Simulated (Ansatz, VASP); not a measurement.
**One calculation of Os, two programs**

File INCAR:

```
ALGO = Normal
EDIFF = 1E-6
ENCUT = 520
GGA = CA
ISIF = 2
ISMEAR = -1
LASPH = True
LCHARG = True
LELF = True
LREAL = False
LVHAR = True
LWAVE = False
NBANDS = 15
NELM = 80
PREC = Accurate
SIGMA = 0.1
```

Contents of KPOINTS:

```
k-points
0
Gamma
  2 2 1
```

The input POSCAR:

```
Os
1.0
    2.7175247593      0.0000000000      0.0000000000
   -1.3587623796      2.3534454770      0.0000000000
    0.0000000000      0.0000000000      4.2844606214
Os
2
Direct
    0.3333333333      0.6666666667      0.2500000000
    0.6666666667      0.3333333333      0.7500000000
```

Input for Ansatz:

```yaml
crystal:
  lattice:
    - [2.7175247593, 0.0, 0.0]
    - [-1.3587623796, 2.353445477, 0.0]
    - [0.0, 0.0, 4.2844606214]
  atoms:
    - { symbol: Os, position: [0.3333333333, 0.6666666667, 0.25] }
    - { symbol: Os, position: [0.6666666667, 0.3333333333, 0.75] }
hamiltonian:
  xc: lda
  pseudopotentials:
    kind: paw
    azcp:
      Os: "pseudopotentials/Os.paw.azcp"
basis:
  ecutwfc: 420
  fft_grid_basis: typed
kpoints:
  mp_grid: { grid: [2, 2, 1], shift: [0, 0, 0] }
magnetization:
  spin_polarized: false
scf:
  occupations: { method: fermi_dirac, width: 0.1 }
  lower_state_search: "off"
output:
  stress: true
```

Alike in both runs: task single point; functional LDA; k mesh 2 × 2 × 1; occupations fermi-dirac, width 0.1 eV; no spin polarisation.

```csv
,VASP,Ansatz
version,VASP 6.6.1,Ansatz 0.2.0
potentials or method,"VASP PAW LDA potentials, release 64 (Os), cutoff 520 eV","plane waves (420 eV) with PAW, scalar-relativistic"
valence electrons in the cell,16,32
```

```tsv
	VASP	Ansatz	Ansatz less VASP
pressure (GPa)	8.9	9.1	+0.11
traceless stress, the component that is largest in VASP (GPa)	46.32	47.44	+1.114
```

Ansatz warns that its potentials were made for another functional, while VASP's fit it. LDA's correlation is that of Perdew and Zunger in VASP and of Perdew and Wang (1992) in Ansatz. VASP's potentials hold 16 valence electrons a cell and Ansatz's 32, so a difference there can come from the potentials and not from the codes.

The k mesh is coarse, so the values compare programs but aren't converged. Neither program's run includes spin-orbit coupling.
